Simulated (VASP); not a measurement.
Wanted: the native input for a VASP 6.6.1 run.

| Item | Value |
| --- | --- |
| Task | density of states |
| Functional | PBE |
| Potentials or basis | VASP PAW PBE potentials, release 64 (Hf_pv, W_sv, S) |
| Cutoff | 520 eV |
| k mesh | 10 × 10 × 6 |
| Occupations | gaussian, width 0.1 eV |
| Spin | no spin polarisation |
| Dipole correction | no |
| k mesh for the DOS | 15 × 15 × 9 |
| Occupations for the DOS | tetrahedron |
| Further INCAR settings | ALGO = Normal; EDIFF = 1e-06 |

HfWS5:

```
Hf W S
1.0
     4.35402    0.00000    0.00000
     0.00000    4.35402    0.00000
     0.00000    0.00000    6.17181
Hf W S
1 1 5
Direct
  0.50000 0.50000 0.00000
  0.00000 0.00000 0.50000
  0.00000 0.50000 0.28069
  0.00000 0.50000 0.71931
  0.50000 0.00000 0.28069
  0.50000 0.00000 0.71931
  0.00000 0.00000 0.00000
```

One way to write it, as run:

POSCAR

```
HfWS5
1.0
    4.3540157666      0.0000000000      0.0000000000
    0.0000000000      4.3540157666      0.0000000000
    0.0000000000      0.0000000000      6.1718135941
Hf W S
1 1 5
Direct
    0.5000000000      0.5000000000      0.0000000000
    0.0000000000      0.0000000000      0.5000000000
    0.0000000000      0.5000000000      0.2806942523
    0.0000000000      0.5000000000      0.7193057477
    0.5000000000      0.0000000000      0.2806942523
    0.5000000000      0.0000000000      0.7193057477
    0.0000000000      0.0000000000      0.0000000000
```

INCAR.step1

```
ALGO     = Normal         # electronic algorithm
EDIFF    = 1E-6           # SCF threshold, eV
ENCUT    = 520            # plane-wave cutoff, eV
GGA      = PE             # functional
ISIF     = 2              # what is computed and relaxed
ISMEAR   = 0              # smearing method
LASPH    = True           # aspherical terms in the spheres
LCHARG   = True           # write CHGCAR
LMAXMIX  = 4              # l up to which the mixer works
LREAL    = False          # projectors in reciprocal space
LWAVE    = False          # write WAVECAR
NBANDS   = 36             # bands
NELM     = 100            # most SCF steps
PREC     = Accurate       # precision mode
SIGMA    = 0.1            # smearing width, eV
```

KPOINTS.step1

```
k-points
0
Gamma
  10 10 6
```

INCAR.step2

```
ALGO     = Normal         # electronic algorithm
EDIFF    = 1E-6           # SCF threshold, eV
ENCUT    = 520            # plane-wave cutoff, eV
GGA      = PE             # functional
ICHARG   = 11             # starting density
ISIF     = 2              # what is computed and relaxed
ISMEAR   = -5             # smearing method
LASPH    = True           # aspherical terms in the spheres
LCHARG   = False          # write CHGCAR
LMAXMIX  = 4              # l up to which the mixer works
LORBIT   = 11             # projections on sites
LREAL    = False          # projectors in reciprocal space
LWAVE    = False          # write WAVECAR
NEDOS    = 2001           # points of the DOS
NELM     = 100            # most SCF steps
PREC     = Accurate       # precision mode
SIGMA    = 0.1            # smearing width, eV
```

KPOINTS.step2

```
k-points
0
Gamma
  15 15 9
```

Potentials or basis: VASP PAW PBE potentials, release 64 (Hf_pv, W_sv, S).

Command:

```console
$ cat potpaw_PBE.64/Hf_pv/POTCAR potpaw_PBE.64/W_sv/POTCAR potpaw_PBE.64/S/POTCAR > POTCAR
$ cp INCAR.step1 INCAR
$ cp KPOINTS.step1 KPOINTS
$ mpirun -np 1 vasp_std > vasp.out
$ cp INCAR.step2 INCAR
$ cp KPOINTS.step2 KPOINTS
$ mpirun -np 1 vasp_std > vasp.out
```

Results of the run:

- Valence electrons inside the program's atomic spheres: Hf 7.94; W 11.80; S 3.67, 3.59

Caveat: spin-orbit coupling is left out, which moves the levels of the heavy elements.

Run time: 9.2 min on 1 thread of Intel(R) Xeon(R) Platinum 8375C CPU @ 2.90GHz (Ice Lake) (shared host), peak memory 0.67 GiB.
